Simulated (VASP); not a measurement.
Runs of VASP 6.6.1 on Al4Co3Ni. The structure is that of space group Im-3m (No. 229), or close to it. The cells are those of the table. 

```tsv
spin	cell	k mesh	gap on the mesh (eV)	pressure (GPa)	moment (μB)
collinear	a = 4.963 Å, angles 109.5°, 8 atoms	10 × 10 × 10	none	-0.4	0.00
collinear, ferrimagnetic start	a = 5.130 Å, angles 109.5°, 8 atoms	4 × 4 × 4	none	-13.7	(c)
collinear, ferromagnetic start	a = 4.862 Å, angles 109.5°, 8 atoms	10 × 10 × 10	none	11.9	0.72
collinear, ferrimagnetic start	a = 4.962 Å, angles 109.5, 109.4, 109.5°, 8 atoms	4 × 4 × 4	none	(b)	0.01
collinear, ferromagnetic start	a = 4.809 Å, angles 109.5°, 8 atoms	10 × 10 × 10	none	(a)	0.62
```

Alike in all rows: task single point; level PBE; potentials or basis VASP PAW PBE potentials, release 64 (Al, Co, Ni); cutoff (eV) 520; smearing gaussian 0.1 eV.

Q: Fill in the values left out.

A: (a) 19.6; (b) -0.1; (c) 0.16.

Caveats: some runs use coarse meshes; the cell stands under pressure (at least some runs).

A gap of «none» marks levels without a gap at the run's occupations.
